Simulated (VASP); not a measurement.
Input of a VASP 6.6.1 run:

The input INCAR:

```
  PREC = Accurate
  ENCUT = 600
  EDIFF = 1E-6
  ISMEAR = 0
  SIGMA = 0.02
  LREAL = F
  LASPH = T
  NELM = 80
  ALGO = Normal
  ISIF = 3
  LWAVE = F
  LCHARG = F
  GGA = PE
  IVDW = 12
  IBRION = 2
  NSW = 100
  EDIFFG = -0.01
```

KPOINTS

```
Automatic mesh
0
Gamma
  12 12 4
```

The input POSCAR:

```
TiO2
1.0
    2.8711976731      0.0000000000      0.0000000000
   -1.4355988365      2.4865301242      0.0000000000
    0.0000000000      0.0000000000      9.4779747849
Ti O
2 4
Direct
    0.6666666667      0.3333333333      0.7500000000
    0.3333333333      0.6666666667      0.2500000000
    0.3333333333      0.6666666667      0.8684434973
    0.3333333333      0.6666666667      0.6315565027
    0.6666666667      0.3333333333      0.1315565027
    0.6666666667      0.3333333333      0.3684434973
```

Potentials or basis: VASP PAW PBE potentials, release 64 (Ti_sv, O).

Run with:

```bash
$ cat potpaw_PBE.64/Ti_sv/POTCAR potpaw_PBE.64/O/POTCAR > POTCAR
$ mpirun -np 1 vasp_std > vasp.out
```

(1) Estimate the space group after relaxing (to 0.1 Å).

(2) Predict the relaxed cell.

## Answers

(1) P6_3/mmc (No. 194).

(2) a = 2.875 Å, b = 2.875 Å, c = 9.422 Å, α = 90.00°, β = 90.00°, γ = 120.00°.
